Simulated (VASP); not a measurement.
# Be2C (Fm-3m) in VASP: a series of runs

Be2C is run at these levels: PBE; tasks: single point.

All numbers are computed with VASP 6.6.1; they aren't measurements. Logs are shortened: lines on timing, memory, paths and dates and some standing lists are left out, and cuts for length are marked.

### 1 The cell of the first run

It takes space group Fm-3m (No. 225, cubic). The conventional cell has a = 4.524 Å, b = 4.524 Å, c = 4.524 Å, α = 90.00°, β = 90.00°, γ = 90.00°. Be (site symmetry -43m) has 4 C at 1.96 Å and 6 Be at 2.26 Å within 2.6 Å. Within 2.6 Å of C (site symmetry m-3m) lie 8 Be at 1.96 Å.

### 2 Single point, PBE (strained)

File INCAR:

```
SYSTEM = Be2C
PREC = Accurate ; ENCUT = 600
EDIFF = 1E-6 ; ISMEAR = 0
SIGMA = 0.02 ; LREAL = .False.
LASPH = .True. ; NELM = 120
ALGO = Normal ; ISIF = 2
LWAVE = .False. ; LCHARG = .False.
GGA = PE ; NBANDS = 11
GGA_COMPAT = .False.
```

File KPOINTS:

```
regular mesh
0
Gamma
  12 12 12
  0 0 0
```

File POSCAR:

```
Be2C
1.0
    0.0000000000      2.2621868500      2.2621868500
    2.2621868500      0.0000000000      2.2621868500
    2.2621868500      2.2621868500      0.0000000000
Be C
2 1
Direct
    0.2500000000      0.2500000000      0.2500000000
    0.7500000000      0.7500000000      0.7500000000
    0.0000000000      0.0000000000      0.0000000000
```

Potentials or basis: VASP PAW PBE potentials, release 64 (Be, C).

The run is started by

```bash
$ cat potpaw_PBE.64/Be/POTCAR potpaw_PBE.64/C/POTCAR > POTCAR
$ mpirun -np 1 vasp_std > vasp.out
```

OUTCAR:

```text
SYSTEM = Be2C
   PREC = Accurate
   ENCUT = 600
   EDIFF = 1E-6
   ISMEAR = 0
   LREAL = .False.
   LASPH = .True.
   NELM = 120
   ISIF = 2
   GGA = PE

 ion  position               nearest neighbor table
   1  0.250  0.250  0.250-   3 1.96   3 1.96   3 1.96   3 1.96   2 2.26   2 2.26   2 2.26   2 2.26
                             2 2.26   2 2.26
   2  0.750  0.750  0.750-   3 1.96   3 1.96   3 1.96   3 1.96   1 2.26   1 2.26   1 2.26   1 2.26
                             1 2.26   1 2.26
   3  0.000  0.000  0.000-   2 1.96   2 1.96   2 1.96   1 1.96   2 1.96   1 1.96   1 1.96   1 1.96

  LATTYP: Found a face centered cubic cell.
 ALAT       =     4.5243737000

  Lattice vectors:

 A1 = (   0.0000000000,   2.2621868500,   2.2621868500)
 A2 = (   2.2621868500,   0.0000000000,   2.2621868500)
 A3 = (   2.2621868500,   2.2621868500,   0.0000000000)

Analysis of symmetry for initial positions (statically):
=====================================================================
 Subroutine PRICEL returns:
 Original cell was already a primitive cell.

 Routine SETGRP: Setting up the symmetry group for a
 face centered cubic supercell.

 Subroutine GETGRP returns: Found 48 space group operations
 (whereof 48 operations were pure point group operations)
 out of a pool of 48 trial point group operations.

The static configuration has the point symmetry O_h .

Analysis of symmetry for dynamics (positions and initial velocities):
=====================================================================
 Subroutine PRICEL returns:
 Original cell was already a primitive cell.

 Routine SETGRP: Setting up the symmetry group for a
 face centered cubic supercell.

 Subroutine GETGRP returns: Found 48 space group operations
 (whereof 48 operations were pure point group operations)
 out of a pool of 48 trial point group operations.

The dynamic configuration has the point symmetry O_h .

 Subroutine INISYM returns: Found 48 space group operations
 (whereof 48 operations are pure point group operations),
 and found     1 'primitive' translations

----------------------------------------------------------------------------------------

                                     Primitive cell

  volume of cell :      23.1534

  direct lattice vectors                    reciprocal lattice vectors
     0.000000000  2.262186850  2.262186850    -0.221025067  0.221025067  0.221025067
     2.262186850  0.000000000  2.262186850     0.221025067 -0.221025067  0.221025067
     2.262186850  2.262186850  0.000000000     0.221025067  0.221025067 -0.221025067

  length of vectors
     3.199215324  3.199215324  3.199215324     0.382826646  0.382826646  0.382826646

  position of ions in fractional coordinates (direct lattice)
     0.250000000  0.250000000  0.250000000
     0.750000000  0.750000000  0.750000000
     0.000000000  0.000000000  0.000000000

  ion indices of the primitive-cell ions
   primitive index   ion index
                 1           1
                 2           2
                 3           3

----------------------------------------------------------------------------------------

 KPOINTS: regular mesh

Automatic generation of k-mesh.
 Grid dimensions read from file:
 generate k-points for:   12   12   12

 Generating k-lattice:

  Cartesian coordinates                     Fractional coordinates (reciprocal lattice)
    -0.018418756  0.018418756  0.018418756     0.083333333  0.000000000  0.000000000
     0.018418756 -0.018418756  0.018418756     0.000000000  0.083333333  0.000000000
     0.018418756  0.018418756 -0.018418756     0.000000000  0.000000000  0.083333333

  Length of vectors
     0.031902220  0.031902220  0.031902220

  Shift w.r.t. Gamma in fractional coordinates (k-lattice)
     0.000000000  0.000000000  0.000000000

 Subroutine IBZKPT returns following result:
 ===========================================

 Found     72 irreducible k-points:

 Following reciprocal coordinates:
            Coordinates               Weight
  0.000000  0.000000  0.000000      1.000000
  0.083333  0.000000  0.000000      8.000000
  0.166667  0.000000  0.000000      8.000000
  0.250000  0.000000  0.000000      8.000000
  0.333333  0.000000  0.000000      8.000000
  0.416667  0.000000  0.000000      8.000000
[... 16 lines left out ...]
  0.500000  0.166667  0.000000     24.000000
 -0.416667  0.166667  0.000000     24.000000
 [... further k-points ...]
   k-points           NKPTS =     72   k-points in BZ     NKDIM =     72   number of bands    NBANDS=     11
   number of dos      NEDOS =    301   number of ions     NIONS =      3
   total plane-waves  NPLWV =  21952
   dimension x,y,z NGX =    28 NGY =   28 NGZ =   28
   dimension x,y,z NGXF=    56 NGYF=   56 NGZF=   56
   ions per type =               2   1
   NGX,Y,Z   is equivalent  to a cutoff of  14.55, 14.55, 14.55 a.u.
   NGXF,Y,Z  is equivalent  to a cutoff of  29.10, 29.10, 29.10 a.u.
 SYSTEM =  Be2C
   PREC   = accura    normal or accurate (medium, high low for compatibility)
   ISTART =      0    job   : 0-new  1-cont  2-samecut
   ICHARG =      2    charge: 1-file 2-atom 10-const
   ISPIN  =      1    spin polarized calculation?
   LNONCOLLINEAR =      F non collinear calculations
   LSORBIT =      F    spin-orbit coupling
   LASPH  =      T    aspherical Exc in radial PAW
   ENCUT  =  600.0 eV  44.10 Ry    6.64 a.u.   6.39  6.39  6.39*2*pi/ulx,y,z
   NELM   =    120;   NELMIN=  2; NELMDL= -5     # of ELM steps
   EDIFF  = 0.1E-05   stopping-criterion for ELM
   LREAL  =      F    real-space projection
   EDIFFG = 0.1E-04   stopping-criterion for IOM
   NSW    =      0    number of steps for IOM
   IBRION =     -1    ionic relax: 0-MD 1-quasi-New 2-CG
   NFREE  =      0    steps in history (QN), initial steepest desc. (CG)
   ISIF   =      2    stress and relaxation
   ISYM   =      2    0-nonsym 1-usesym 2-fastsym
   POTIM  = 0.5000    time-step for ionic-motion
   TEBEG  =    0.0;   TEEND  =   0.0 temperature during run
   PSTRESS=    0.0 pullay stress
   NELECT =       8.0000    total number of electrons
   NUPDOWN=      -1.0000    fix difference up-down
   EMIN   =  10.00;   EMAX   =-10.00  energy-range for DOS
   EFERMI =   0.00;   METHOD = LEGACY
   ISMEAR =     0;   SIGMA  =   0.02  broadening in eV -4-tet -1-fermi 0-gaus
   EFERMI_NEDOS =   21; number of points for ismear=-14 and -15
   IALGO  =     38    algorithm
   IMIX   =      4    mixing-type and parameters
     AMIX     =   0.40;   BMIX     =  1.00
     AMIX_MAG =   1.60;   BMIX_MAG =  1.00
  volume/ion in A,a.u.               =       7.72        52.08
  Fermi-wavevector in a.u.,A,eV,Ry     =   1.148770  2.170860 17.955229  1.319672
  Thomas-Fermi vector in A             =   2.285443
   LORBIT       =      0    0 simple, 1 ext, 2 COOP (PROOUT), +10 PAW based schemes
   GGA     = PE    functional components
   LHFCALC =     F    Hartree Fock is set to
   AEXX    =    0.0000 exact exchange contribution
   IVDW    =     0    specifies the selected vdW correction
   LEPSILON=     F    determine dielectric tensor
   LRPA    =     F    only Hartree local field effects (RPA)
 non-spin polarized calculation
 Gauss-broadening in eV      SIGMA  =   0.02
  energy-cutoff  :      600.00
  volume of cell :       23.15
 maximum number of plane-waves:       789
 NGX is ok and might be reduce to    28
   NGX = 13   NGY = 13   NGZ = 13

 number of electron       8.0000000 magnetization

 Free energy of the ion-electron system (eV)
  ---------------------------------------------------
  ext. energy  EPLUGINS =         0.00000000
  ---------------------------------------------------
  free energy    TOTEN  =       -17.25243788 eV

  energy without entropy =      -17.25243788  energy(sigma->0) =      -17.25243788

 E-fermi :   6.6641     XC(G=0): -10.9318

 val. band max:        6.5109650260   @ k =   0.0000   0.0000   0.0000
 cond. band min:       7.6076566570   @ k =   0.5000   0.5000   0.0000
 fundamental gap:      1.0966916310
 Fermi energy:         6.6640679115

 k-point     1 :       0.0000    0.0000    0.0000
  band No.  band energies     occupation
      1      -7.5927      2.00000
      2       6.5110      2.00000
      3       6.5110      2.00000
      4       6.5110      2.00000
      5      10.3870      0.00000
      6      10.3870      0.00000
      7      10.3870      0.00000
      8      11.8562      0.00000
      9      18.6738      0.00000
     10      18.6738      0.00000
     11      18.6738      0.00000

 k-point     2 :       0.0833    0.0000    0.0000
  band No.  band energies     occupation
      1      -7.4904      2.00000
      2       5.6108      2.00000
      3       6.3189      2.00000
      4       6.3189      2.00000
      5      10.6691      0.00000
      6      10.6691      0.00000
      7      10.8662      0.00000
      8      12.2125      0.00000
      9      17.9801      0.00000
     10      17.9801      0.00000
     11      18.8597      0.00000

 k-point     3 :       0.1667    0.0000    0.0000
  band No.  band energies     occupation
      1      -7.1869      2.00000
      2       3.8810      2.00000
      3       5.9029      2.00000
      4       5.9029      2.00000
      5      11.2489      0.00000
      6      11.2489      0.00000
      7      11.3387      0.00000
      8      13.2213      0.00000
      9      17.1060      0.00000
     10      17.1060      0.00000
     11      19.3872      0.00000
[... 267 lines left out ...]
 k-point    23 :       0.5000    0.1667    0.0000
  band No.  band energies     occupation
      1      -4.9405      2.00000
      2      -0.8053      2.00000
      3       3.5190      2.00000
      4       3.9679      2.00000
      5      10.5935      0.00000
      6      13.0698      0.00000
      7      13.6563      0.00000
      8      15.3566      0.00000
      9      18.1462      0.00000
     10      19.8243      0.00000
     11      21.6515      0.00000

 k-point    24 :      -0.4167    0.1667    0.0000
  band No.  band energies     occupation
      1      -4.8289      2.00000
      2      -0.9863      2.00000
      3       3.1912      2.00000
      4       4.2569      2.00000
      5      10.8328      0.00000
      6      12.8222      0.00000
      7      13.5925      0.00000
      8      16.2923      0.00000
      9      18.3178      0.00000
     10      18.4191      0.00000
     11      21.5253      0.00000

 [... further k-points ...]
[... 5 lines left out ...]
  --------------------------------------------------------------------------------------
  -------------------------------------------------------------------------------------
  Total       -3.0405471     -3.0405471     -3.0405471      0.0000000      0.0000000     -0.0000000
  in kB     -210.4005625   -210.4005625   -210.4005625      0.0000000      0.0000000     -0.0000000
  external PRESSURE =    -210.4005625 kB  Pullay stress =       0.0000000 kB

 VOLUME and BASIS-vectors are now :
 -----------------------------------------------------------------------------
  energy-cutoff  :      600.00
  volume of cell :       23.15
      direct lattice vectors                 reciprocal lattice vectors
     0.000000000  2.262186850  2.262186850    -0.221025067  0.221025067  0.221025067
     2.262186850  0.000000000  2.262186850     0.221025067 -0.221025067  0.221025067
     2.262186850  2.262186850  0.000000000     0.221025067  0.221025067 -0.221025067

 POSITION                                       TOTAL-FORCE (eV/Angst)
 -----------------------------------------------------------------------------------
      1.13109      1.13109      1.13109         0.000000      0.000000      0.000000
      3.39328      3.39328      3.39328        -0.000000     -0.000000     -0.000000
      0.00000      0.00000      0.00000        -0.000000      0.000000     -0.000000
 -----------------------------------------------------------------------------------
    total drift:                               -0.000000     -0.000000      0.000000

  FREE ENERGIE OF THE ION-ELECTRON SYSTEM (eV)
  ---------------------------------------------------
  free  energy   TOTEN  =       -17.2524378766 eV

  energy  without entropy=      -17.2524378766  energy(sigma->0) =      -17.25243788
```

It took 46 s on 1 thread of Intel Xeon 8259CL, shared host; peak memory 0.16 GiB.

Results:

* Free energy: -17.2524 eV
* Pressure: -21.0 GPa
* Band gap on the k mesh: 1.10 eV (least direct gap 3.88 eV)

Levels at points of the mesh, in eV from the valence-band top:
| k point | band 2 | band 3 | band 4 | band 5 | band 6 | band 7 |
| --- | --- | --- | --- | --- | --- | --- |
| (0.00, 0.00, 0.00) | 0.00 | 0.00 | 0.00 | 3.88 | 3.88 | 3.88 |
| (0.50, 0.00, 0.00) | -7.94 | -1.63 | -1.63 | 4.74 | 4.74 | 5.67 |
| (0.50, 0.50, 0.00) | -6.30 | -4.21 | -4.21 | 1.10 | 4.86 | 11.89 |

Caveat: the cell differs from its parent crystal (strained); the cell stands under tension. A k mesh can miss the band edges.

### 3 Single point, PBE (strained)

File INCAR:

```
SYSTEM = Be2C
PREC = Accurate
ENCUT = 600
EDIFF = 1E-6
ISMEAR = 0
SIGMA = 0.02
LREAL = .FALSE.
LASPH = .TRUE.
NELM = 120
ALGO = Normal
ISIF = 2
LWAVE = .FALSE.
LCHARG = .FALSE.
GGA = PE
NBANDS = 11
GGA_COMPAT = .FALSE.
```

File KPOINTS:

```
regular mesh
0
G
  12 12 12
  0 0 0
```

File POSCAR:

```
Be2C
1.0
    0.0000000000      2.2497164500      2.2497164500
    2.2497164500      0.0000000000      2.2497164500
    2.2497164500      2.2497164500      0.0000000000
Be C
2 1
Direct
    0.2500000000      0.2500000000      0.2500000000
    0.7500000000      0.7500000000      0.7500000000
    0.0000000000      0.0000000000      0.0000000000
```

Potentials or basis: VASP PAW PBE potentials, release 64 (Be, C).

The run is started by

```bash
$ cat potpaw_PBE.64/Be/POTCAR potpaw_PBE.64/C/POTCAR > POTCAR
$ mpirun -np 1 vasp_std > vasp.out
```

It took 45 s on 1 thread of Intel Xeon 8259CL, shared host; peak memory 0.16 GiB.

It converged, with:

```
Free energy            : -17.2997 eV
Pressure               : -18.9 GPa
Band gap on the k mesh : 1.10 eV (least direct gap 3.91 eV)
```

Levels at points of the mesh, in eV from the valence-band top:
```csv
k point,band 1,band 2,band 3,band 4,band 5,band 6,band 7,band 8
"(0.00, 0.00, 0.00)",-14.22,0.00,0.00,0.00,3.91,3.91,3.91,5.51
"(0.50, 0.00, 0.00)",-11.63,-8.03,-1.65,-1.65,4.78,4.78,5.83,9.11
"(0.50, 0.50, 0.00)",-10.90,-6.36,-4.27,-4.27,1.10,4.97,12.05,12.05
```

Caveat: the cell differs from its parent crystal (strained); the cell stands under tension. A k mesh can miss the band edges.

### 4 Single point, PBE (strained)

File INCAR:

```
PREC     = Accurate       # precision mode
ENCUT    = 600            # plane-wave cutoff, eV
EDIFF    = 1E-6           # SCF threshold, eV
ISMEAR   = 0              # smearing method
SIGMA    = 0.02           # smearing width, eV
LREAL    = F              # projectors in reciprocal space
LASPH    = T              # aspherical terms in the spheres
NELM     = 120            # most SCF steps
ALGO     = Normal         # electronic algorithm
ISIF     = 2              # what is computed and relaxed
LWAVE    = F              # write WAVECAR
LCHARG   = T              # write CHGCAR
GGA      = PE             # functional
LELF     = T              # ELF
LVHAR    = T            
NBANDS   = 11             # bands
GGA_COMPAT= F
```

File KPOINTS:

```
Automatic mesh
0
Gamma
  12 12 12
```

File POSCAR:

```
Be2C
1.0
    0.0000000000      2.2414028500      2.2414028500
    2.2414028500      0.0000000000      2.2414028500
    2.2414028500      2.2414028500      0.0000000000
Be C
2 1
Direct
    0.2500000000      0.2500000000      0.2500000000
    0.7500000000      0.7500000000      0.7500000000
    0.0000000000      0.0000000000      0.0000000000
```

The run is started by

```bash
$ cat potpaw_PBE.64/Be/POTCAR potpaw_PBE.64/C/POTCAR > POTCAR
$ mpirun -np 1 vasp_std > vasp.out
```

Wall time 41 s (1 thread of Intel Xeon 8259CL, shared host); peak memory 0.16 GiB.

The run converged. Its results:

* Free energy: -17.3281 eV
* Pressure: -17.4 GPa
* Band gap on the k mesh: 1.11 eV (least direct gap 3.93 eV)

Levels at points of the mesh, in eV from the valence-band top:
| k point | band 1 | band 2 | band 3 | band 4 | band 5 | band 6 | band 7 | band 8 |
| --- | --- | --- | --- | --- | --- | --- | --- | --- |
| (0.00, 0.00, 0.00) | -14.29 | 0.00 | 0.00 | 0.00 | 3.93 | 3.93 | 3.93 | 5.63 |
| (0.50, 0.00, 0.00) | -11.68 | -8.09 | -1.67 | -1.67 | 4.80 | 4.80 | 5.94 | 9.18 |
| (0.50, 0.50, 0.00) | -10.95 | -6.40 | -4.32 | -4.32 | 1.11 | 5.04 | 12.16 | 12.16 |

Caveat: the cell differs from its parent crystal (strained); the cell stands under tension.

### 5 Summary

| cell | gap on the mesh (eV) | pressure (GPa) |
| --- | --- | --- |
| a = 3.199 Å, angles 60.0°, 3 atoms | 1.10 | -21.0 |
| a = 3.182 Å, angles 60.0°, 3 atoms | 1.10 | -18.9 |
| a = 3.170 Å, angles 60.0°, 3 atoms | 1.11 | -17.4 |

Alike in all rows: task single point; level PBE; potentials or basis VASP PAW PBE potentials, release 64 (Be, C); no spin polarisation; k mesh 12 × 12 × 12; cutoff (eV) 600; smearing gaussian 0.02 eV.

Caveats: the cell stands under tension.

Absolute energies hang on the potentials; compare differences alone.
